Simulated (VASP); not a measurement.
Write the native input for VASP 6.6.1 that does the following.

```
Task                   : single point
Functional             : PBEsol
Potentials or basis    : VASP PAW PBE potentials, release 64 (Sc_sv, Al)
Cutoff                 : 520 eV
k mesh                 : 10 × 10 × 10
Occupations            : fermi-dirac, width 0.08 eV
Spin                   : no spin polarisation
Dipole correction      : no
Further INCAR settings : ALGO = Normal; EDIFF = 1e-07; NBANDS = 14
```

The structure of ScAl lies in POSCAR:

```
ScAl
1.0
    3.3451539022      0.0000000000      0.0000000000
    0.0000000000      3.3451539022      0.0000000000
    0.0000000000      0.0000000000      3.3451539022
Sc Al
1 1
Direct
    0.5000000000      0.5000000000      0.5000000000
    0.0000000000      0.0000000000      0.0000000000
```

These files were run (other wordings do the same):

INCAR

```
ALGO = Normal ; EDIFF = 1E-7
ENCUT = 520 ; GGA = PS
ISIF = 2 ; ISMEAR = -1
LASPH = True ; LCHARG = False
LREAL = False ; LWAVE = False
NBANDS = 14 ; NELM = 100
PREC = Accurate ; SIGMA = 0.08
```

KPOINTS

```
k-points
0
Gamma
  10 10 10
```

Potentials or basis: VASP PAW PBE potentials, release 64 (Sc_sv, Al).

Command:

```bash
$ cat potpaw_PBE.64/Sc_sv/POTCAR potpaw_PBE.64/Al/POTCAR > POTCAR
$ mpirun -np 1 vasp_std > vasp.out
```

It gave:

* Pressure: 0.1 GPa
* Band gap on the k mesh: zero (bands 7 and 8 overlap by 1.16 eV)

Caveat: the PAW data sets were made with another functional, which shifts forces and pressure a little.

Run time: 52 s on 1 thread of Intel Xeon 8259CL, on a shared host, peak memory 0.17 GiB.
